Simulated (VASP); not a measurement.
Crystal: CdF2.

```
Cd F
1.0
     0.00000    2.69400    2.69400
     2.69400    0.00000    2.69400
     2.69400    2.69400    0.00000
Cd F
1 2
Direct
  0.00000 0.00000 0.00000
  0.75000 0.75000 0.75000
  0.25000 0.25000 0.25000
```

Base run:

| Quantity | Value |
| --- | --- |
| Program | VASP 6.6.1 |
| Functional | PBEsol |
| Potentials or basis | VASP PAW PBE potentials, release 64 (Cd, F) |
| Cutoff | 520 eV |
| k mesh | 5 × 5 × 5 |
| Occupations | fermi-dirac, width 0.05 eV |
| Spin | no spin polarisation |

Its results: band gap on the k mesh 2.99 eV (least direct gap 3.39 eV); pressure 0.5 GPa.

Task: After a change of settings the same cell gave: band gap on the k mesh 5.86 eV (least direct gap 6.35 eV); pressure -1.9 GPa. Which change was it?
A. functional from PBEsol to PBE
B. functional from PBEsol to BLYP
C. functional from PBEsol to PBEsol-based global hybrid with 25 % exact exchange
D. functional from PBEsol to r2SCAN

Result: C.

Caveats: the PAW data sets were made with another functional, which shifts forces and pressure a little; an odd mesh through Γ misses points on the zone boundary, where band edges can lie.
